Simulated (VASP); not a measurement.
# WS2 (Cm) in VASP: single point with PBE+D3(BJ)

Aim: the single point of WS2 with PBE+D3(BJ).

Everything below comes from runs of VASP 6.6.1. Logs are shortened: lines on timing, memory, paths and dates and some standing lists are left out, and cuts for length are marked.

### Step 1. The cell of the first run

The structure is monoclinic, space group Cm (No. 8). The conventional cell has a = 5.463 Å, b = 3.154 Å, c = 12.140 Å, α = 90.00°, β = 90.00°, γ = 90.00°. Within 2.9 Å of W (site symmetry m) lie 6 S at 2.16 to 2.59 Å. Within 3.0 Å of W (site symmetry m) lie 6 S at 2.24 to 2.66 Å. S (site symmetry m) has 3 W at 2.46 to 2.66 Å and 7 S at 3.15 Å within 3.2 Å. S (site symmetry m) has 3 W at 2.38 to 2.59 Å and 7 S at 3.15 Å within 3.2 Å. S (site symmetry m) has 3 W at 2.24 to 2.46 Å within 3.0 Å. S (site symmetry m) has 3 W at 2.16 to 2.38 Å within 2.9 Å.

### Step 2. Single point, PBE+D3(BJ)

File INCAR:

```
  PREC = Accurate
  ENCUT = 520
  EDIFF = 1E-6
  ISMEAR = 0
  SIGMA = 0.05
  LREAL = F
  LASPH = T
  NELM = 80
  ALGO = Normal
  ISIF = 2
  LWAVE = F
  LCHARG = F
  GGA = PE
  IVDW = 12
  NBANDS = 35
```

File KPOINTS:

```
Automatic mesh
0
Gamma
  12 12 4
```

File POSCAR:

```
WS2
1.0
    3.1542063626      0.0000000000      0.0000000000
   -1.5771031813      2.7316228388      0.0000000000
    0.0000000000      0.0000000000     12.1399047294
W S
2 4
Direct
    0.3333333333      0.6666666667      0.2500000000
    0.6666666667      0.3333333333      0.7500000000
    0.4025616820      0.7012808410      0.6068176944
    0.7358950153      0.3679475077      0.1068176944
    0.4025616820      0.7012808410      0.8662429342
    0.7358950153      0.3679475077      0.3662429342
```

Potentials or basis: VASP PAW PBE potentials, release 64 (W_sv, S).

Run with:

```bash
$ cat potpaw_PBE.64/W_sv/POTCAR potpaw_PBE.64/S/POTCAR > POTCAR
$ mpirun -np 1 vasp_std > vasp.out
```

OUTCAR:

```text
PREC = Accurate
   ENCUT = 520
   EDIFF = 1E-6
   ISMEAR = 0
   LREAL = F
   LASPH = T
   NELM = 80
   ISIF = 2
   GGA = PE
   IVDW = 12
 IVDW          = 12

 ion  position               nearest neighbor table
   1  0.333  0.667  0.250-   6 2.16   4 2.38   6 2.38   6 2.38   4 2.59   4 2.59
   2  0.667  0.333  0.750-   5 2.24   5 2.24   3 2.46   3 2.46   5 2.46   3 2.66
   3  0.403  0.701  0.607-   2 2.46   2 2.46   2 2.66
   4  0.736  0.368  0.107-   1 2.38   1 2.59   1 2.59
   5  0.403  0.701  0.866-   2 2.24   2 2.24   2 2.46
   6  0.736  0.368  0.366-   1 2.16   1 2.38   1 2.38

  LATTYP: Found a hexagonal cell.
 ALAT       =     3.1542063626
 C/A-ratio  =     3.8487985039

  Lattice vectors:

 A1 = (   3.1542063626,   0.0000000000,   0.0000000000)
 A2 = (  -1.5771031813,   2.7316228388,   0.0000000000)
 A3 = (   0.0000000000,   0.0000000000,  12.1399047294)

Analysis of symmetry for initial positions (statically):
=====================================================================
 Subroutine PRICEL returns:
 Original cell was already a primitive cell.

 Routine SETGRP: Setting up the symmetry group for a
 hexagonal supercell.

 Subroutine GETGRP returns: Found  2 space group operations
 (whereof  2 operations were pure point group operations)
 out of a pool of 24 trial point group operations.

The static configuration has the point symmetry C_1h.

Analysis of symmetry for dynamics (positions and initial velocities):
=====================================================================
 Subroutine PRICEL returns:
 Original cell was already a primitive cell.

 Routine SETGRP: Setting up the symmetry group for a
 hexagonal supercell.

 Subroutine GETGRP returns: Found  2 space group operations
 (whereof  2 operations were pure point group operations)
 out of a pool of 24 trial point group operations.

The dynamic configuration has the point symmetry C_1h.

 Subroutine INISYM returns: Found  2 space group operations
 (whereof  2 operations are pure point group operations),
 and found     1 'primitive' translations

----------------------------------------------------------------------------------------

                                     Primitive cell

  volume of cell :     104.5987

  direct lattice vectors                    reciprocal lattice vectors
     3.154206363  0.000000000  0.000000000     0.317036961  0.183041375  0.000000000
    -1.577103181  2.731622839  0.000000000     0.000000000  0.366082750  0.000000000
     0.000000000  0.000000000 12.139904729     0.000000000  0.000000000  0.082372969

  length of vectors
     3.154206363  3.154206363 12.139904729     0.366082750  0.366082750  0.082372969

  position of ions in fractional coordinates (direct lattice)
     0.333333333  0.666666667  0.250000000
     0.666666667  0.333333333  0.750000000
     0.402561682  0.701280841  0.606817694
     0.735895015  0.367947508  0.106817694
     0.402561682  0.701280841  0.866242934
     0.735895015  0.367947508  0.366242934

  ion indices of the primitive-cell ions
   primitive index   ion index
                 1           1
                 2           2
                 3           3
                 4           4
                 5           5
                 6           6

----------------------------------------------------------------------------------------

 KPOINTS: Automatic mesh

Automatic generation of k-mesh.
 Grid dimensions read from file:
 generate k-points for:   12   12    4

 Generating k-lattice:

  Cartesian coordinates                     Fractional coordinates (reciprocal lattice)
     0.026419747  0.015253448  0.000000000     0.083333333  0.000000000  0.000000000
     0.000000000  0.030506896  0.000000000     0.000000000  0.083333333  0.000000000
     0.000000000  0.000000000  0.020593242     0.000000000  0.000000000  0.250000000

  Length of vectors
     0.030506896  0.030506896  0.020593242

  Shift w.r.t. Gamma in fractional coordinates (k-lattice)
     0.000000000  0.000000000  0.000000000

 Subroutine IBZKPT returns following result:
 ===========================================

 Found    164 irreducible k-points:

 Following reciprocal coordinates:
            Coordinates               Weight
  0.000000  0.000000  0.000000      1.000000
  0.083333  0.000000  0.000000      2.000000
  0.000000  0.083333  0.000000      4.000000
  0.166667  0.000000  0.000000      2.000000
  0.000000  0.166667  0.000000      4.000000
  0.250000  0.000000  0.000000      2.000000
[... 16 lines left out ...]
 -0.083333  0.416667  0.000000      4.000000
 -0.416667  0.333333  0.000000      4.000000
 [... further k-points ...]
   k-points           NKPTS =    164   k-points in BZ     NKDIM =    164   number of bands    NBANDS=     35
   number of dos      NEDOS =    301   number of ions     NIONS =      6
   total plane-waves  NPLWV =  51840
   dimension x,y,z NGX =    24 NGY =   24 NGZ =   90
   dimension x,y,z NGXF=    48 NGYF=   48 NGZF=  180
   ions per type =               2   4
   NGX,Y,Z   is equivalent  to a cutoff of  12.65, 12.65, 12.32 a.u.
   NGXF,Y,Z  is equivalent  to a cutoff of  25.30, 25.30, 24.65 a.u.
 SYSTEM =  unknown system
   PREC   = accura    normal or accurate (medium, high low for compatibility)
   ISTART =      0    job   : 0-new  1-cont  2-samecut
   ICHARG =      2    charge: 1-file 2-atom 10-const
   ISPIN  =      1    spin polarized calculation?
   LNONCOLLINEAR =      F non collinear calculations
   LSORBIT =      F    spin-orbit coupling
   LASPH  =      T    aspherical Exc in radial PAW
   ENCUT  =  520.0 eV  38.22 Ry    6.18 a.u.   5.86  5.86 22.57*2*pi/ulx,y,z
   NELM   =     80;   NELMIN=  2; NELMDL= -5     # of ELM steps
   EDIFF  = 0.1E-05   stopping-criterion for ELM
   LREAL  =      F    real-space projection
   EDIFFG = 0.1E-04   stopping-criterion for IOM
   NSW    =      0    number of steps for IOM
   IBRION =     -1    ionic relax: 0-MD 1-quasi-New 2-CG
   NFREE  =      0    steps in history (QN), initial steepest desc. (CG)
   ISIF   =      2    stress and relaxation
   ISYM   =      2    0-nonsym 1-usesym 2-fastsym
   POTIM  = 0.5000    time-step for ionic-motion
   TEBEG  =    0.0;   TEEND  =   0.0 temperature during run
   PSTRESS=    0.0 pullay stress
   NELECT =      52.0000    total number of electrons
   NUPDOWN=      -1.0000    fix difference up-down
   EMIN   =  10.00;   EMAX   =-10.00  energy-range for DOS
   EFERMI =   0.00;   METHOD = LEGACY
   ISMEAR =     0;   SIGMA  =   0.05  broadening in eV -4-tet -1-fermi 0-gaus
   EFERMI_NEDOS =   21; number of points for ismear=-14 and -15
   IALGO  =     38    algorithm
   IMIX   =      4    mixing-type and parameters
     AMIX     =   0.40;   BMIX     =  1.00
     AMIX_MAG =   1.60;   BMIX_MAG =  1.00
  volume/ion in A,a.u.               =      17.43       117.64
  Fermi-wavevector in a.u.,A,eV,Ry     =   1.296882  2.450752 22.883690  1.681904
  Thomas-Fermi vector in A             =   2.428310
   LORBIT       =      0    0 simple, 1 ext, 2 COOP (PROOUT), +10 PAW based schemes
   GGA     = PE    functional components
   LHFCALC =     F    Hartree Fock is set to
   AEXX    =    0.0000 exact exchange contribution
   IVDW    =    12    specifies the selected vdW correction
   LEPSILON=     F    determine dielectric tensor
   LRPA    =     F    only Hartree local field effects (RPA)
 non-spin polarized calculation
 Gauss-broadening in eV      SIGMA  =   0.05
  energy-cutoff  :      520.00
  volume of cell :      104.60
 maximum number of plane-waves:      2841
   NGX = 11   NGY = 11   NGZ = 45

 number of electron      51.9999996 magnetization

 Free energy of the ion-electron system (eV)
  ---------------------------------------------------
  ext. energy  EPLUGINS =         0.00000000
  ---------------------------------------------------
  free energy    TOTEN  =       -45.52872680 eV

  energy without entropy =      -45.52872680  energy(sigma->0) =      -45.52872680

 E-fermi :   8.1024     XC(G=0): -11.0725

 val. band max:        7.8549383761   @ k =   0.0000   0.0000   0.0000
 cond. band min:       8.3798833488   @ k =   0.1667   0.1667   0.0000
 fundamental gap:      0.5249449727
 Fermi energy:         8.1023843540

 k-point     1 :       0.0000    0.0000    0.0000
  band No.  band energies     occupation
      1     -66.9125      2.00000
      2     -66.8950      2.00000
      3     -31.2166      2.00000
      4     -31.2140      2.00000
      5     -31.0489      2.00000
      6     -31.0195      2.00000
[... 27 lines left out ...]
     34      11.2803      0.00000
     35      12.8751      0.00000

 k-point     2 :       0.0833    0.0000    0.0000
  band No.  band energies     occupation
      1     -66.9113      2.00000
      2     -66.8937      2.00000
      3     -31.2132      2.00000
      4     -31.2101      2.00000
      5     -31.0547      2.00000
      6     -31.0446      2.00000
[... 27 lines left out ...]
     34      11.3883      0.00000
     35      13.2335      0.00000

 k-point     3 :       0.0000    0.0833    0.0000
  band No.  band energies     occupation
      1     -66.9112      2.00000
      2     -66.8937      2.00000
      3     -31.2130      2.00000
      4     -31.2095      2.00000
      5     -31.0715      2.00000
      6     -31.0321      2.00000
[... 27 lines left out ...]
     34      11.3017      0.00000
     35      13.3055      0.00000
[... 723 lines left out ...]
 k-point    23 :      -0.0833    0.4167    0.0000
  band No.  band energies     occupation
      1     -66.8954      2.00000
      2     -66.8783      2.00000
      3     -31.3667      2.00000
      4     -31.2980      2.00000
      5     -31.1634      2.00000
      6     -31.1533      2.00000
[... 27 lines left out ...]
     34      12.5647      0.00000
     35      13.1782      0.00000

 k-point    24 :      -0.4167    0.3333    0.0000
  band No.  band energies     occupation
      1     -66.8956      2.00000
      2     -66.8782      2.00000
      3     -31.3516      2.00000
      4     -31.3151      2.00000
      5     -31.1552      2.00000
      6     -31.1548      2.00000
[... 27 lines left out ...]
     34      12.4573      0.00000
     35      13.1636      0.00000

 [... further k-points ...]

------------------------ aborting loop because EDIFF is reached ----------------------------------------

 Edisp (eV)   -2.61169

 E8    (eV) :    -1.0978

  FORCE on cell =-STRESS in cart. coord.  units (eV):
  Direction    XX          YY          ZZ          XY          YZ          ZX
  --------------------------------------------------------------------------------------
  -------------------------------------------------------------------------------------
  Total       3.16165     3.21287     3.96564    -0.04436    -1.71542    -2.97119
  in kB      48.42814    49.21273    60.74321    -0.67947   -26.27570   -45.51084
  external pressure =       52.79 kB  Pullay stress =        0.00 kB

 VOLUME and BASIS-vectors are now :
 -----------------------------------------------------------------------------
  energy-cutoff  :      520.00
  volume of cell :      104.60
      direct lattice vectors                 reciprocal lattice vectors
     3.154206363  0.000000000  0.000000000     0.317036961  0.183041375  0.000000000
    -1.577103181  2.731622839  0.000000000     0.000000000  0.366082750  0.000000000
     0.000000000  0.000000000 12.139904729     0.000000000  0.000000000  0.082372969

 POSITION                                       TOTAL-FORCE (eV/Angst)
 -----------------------------------------------------------------------------------
     -0.00000      1.82108      3.03498         3.844194      2.219447     -5.552956
      1.57710      0.91054      9.10493         3.352643      1.935649     -5.420241
      0.16377      1.91563      7.36671        -1.153983     -0.666252      1.798866
      1.74087      1.00509      1.29676        -1.115862     -0.644243      1.776214
      0.16377      1.91563     10.51611        -2.203235     -1.272038      3.621375
      1.74087      1.00509      4.44615        -2.723757     -1.572562      3.776741
 -----------------------------------------------------------------------------------
    total drift:                                0.000069      0.000040     -0.000742

  FREE ENERGIE OF THE ION-ELECTRON SYSTEM (eV)
  ---------------------------------------------------
  free  energy   TOTEN  =       -48.1404189721 eV

  energy  without entropy=      -48.1404189721  energy(sigma->0) =      -48.14041897
```

Wall time 7.7 min (1 thread of Intel Xeon Platinum 8259CL at 2.50GHz (Skylake/Cascade Lake), shared host); peak memory 0.56 GiB.

Results:

| Quantity | Value |
| --- | --- |
| Free energy | -48.1404 eV |
| Pressure | 5.3 GPa |
| Largest force | 7.109 eV/Å |
| Band gap on the k mesh | 0.53 eV (least direct gap 1.02 eV) |
| Dispersion energy per atom | -0.435 eV |

Forces in eV/Å, atoms in the order of the input:
```
W    3.844  2.219 -5.553
W    3.353  1.936 -5.420
S   -1.154 -0.666  1.799
S   -1.116 -0.644  1.776
S   -2.203 -1.272  3.621
S   -2.724 -1.573  3.777
```

Levels at points of the mesh, in eV from the valence-band top:
```csv
k point,band 24,band 25,band 26,band 27,band 28,band 29
"(0.00, 0.00, 0.00)",-1.24,-0.57,0.00,1.02,1.05,1.50
"(0.50, 0.00, 0.00)",-2.00,-1.71,-1.28,1.94,2.04,2.20
"(0.00, 0.50, 0.00)",-2.21,-1.31,-0.93,1.93,2.04,2.09
"(0.00, 0.00, 0.50)",-1.23,-0.21,-0.18,1.02,1.05,1.51
"(0.50, 0.00, 0.50)",-1.94,-1.77,-1.27,1.94,2.12,2.19
"(0.00, 0.50, 0.50)",-2.22,-1.21,-0.99,1.93,2.07,2.12
```

Caveat: the cell differs from its parent crystal (all S atoms moved -0.250 Å, as atom 3 towards its neighbour atom 2 (W) at 2.407 Å); the cell stands under pressure; spin-orbit coupling is left out, which moves the levels of the heavy elements; forces of over 1 eV/Å act on the atoms, so gaps and moduli don't describe the material at rest. A k mesh can miss the band edges.
